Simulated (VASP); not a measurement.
Wanted: the native input for a VASP 6.6.1 run.

```
Task                   : single point
Functional             : r2SCAN
Potentials or basis    : VASP PAW PBE potentials, release 64 (W_sv, S)
Cutoff                 : 550 eV
k mesh                 : 12 × 12 × 12
Occupations            : gaussian, width 0.02 eV
Spin                   : no spin polarisation
Dipole correction      : no
Further INCAR settings : ALGO = Normal; EDIFF = 1e-06; NBANDS = 20
```

The system is WS2.

```
W S
1.0
     1.59113    0.91864    6.54785
    -1.59113    0.91864    6.54785
     0.00000   -1.83728    6.54785
W S
1 2
Direct
  0.00067 0.00067 0.00067
  0.25464 0.25464 0.25464
  0.41338 0.41338 0.41338
```

One way to write it, as run:

POSCAR

```
WS2
1.0
    1.5911317569      0.9186403483      6.5478540604
   -1.5911317569      0.9186403483      6.5478540604
    0.0000000000     -1.8372806962      6.5478540605
W S
1 2
Direct
    0.0006740937      0.0006740937      0.0006740937
    0.2546440435      0.2546440435      0.2546440435
    0.4133818628      0.4133818628      0.4133818628
```

INCAR.step1

```
SYSTEM = WS2
PREC = Accurate
ENCUT = 550
ISMEAR = 0
SIGMA = 0.02
LREAL = .False.
LASPH = .True.
NELM = 120
NBANDS = 20
GGA = PE
ALGO = Normal
EDIFF = 1E-5
LWAVE = .True.
LCHARG = .False.
GGA_COMPAT = .False.
```

INCAR.step2

```
SYSTEM = WS2
PREC = Accurate
ENCUT = 550
EDIFF = 1E-6
ISMEAR = 0
SIGMA = 0.02
LREAL = .False.
LASPH = .True.
NELM = 120
ALGO = Normal
ISIF = 2
LWAVE = .False.
LCHARG = .False.
METAGGA = R2SCAN
LMIXTAU = .True.
NBANDS = 20
ISTART = 1
GGA_COMPAT = .False.
```

KPOINTS

```
regular mesh
0
Gamma
  12 12 12
  0 0 0
```

Potentials or basis: VASP PAW PBE potentials, release 64 (W_sv, S).

Launch:

```sh
$ cat potpaw_PBE.64/W_sv/POTCAR potpaw_PBE.64/S/POTCAR > POTCAR
$ cp INCAR.step1 INCAR
$ mpirun -np 1 vasp_std > vasp.out
$ cp INCAR.step2 INCAR
$ mpirun -np 1 vasp_std > vasp.out
```

It gave:

| Property | Result |
| --- | --- |
| Pressure | 0.2 GPa |
| Largest force | 0.021 eV/Å |
| Band gap on the k mesh | 1.39 eV (least direct gap 1.92 eV) |

Caveat: the PAW data sets were made with another functional, which shifts forces and pressure a little; spin-orbit coupling is left out, which moves the levels of the heavy elements.

Wall time 29 min on 1 thread of Intel(R) Xeon(R) 6975P-C (Granite Rapids) (shared host), peak memory 0.55 GiB.
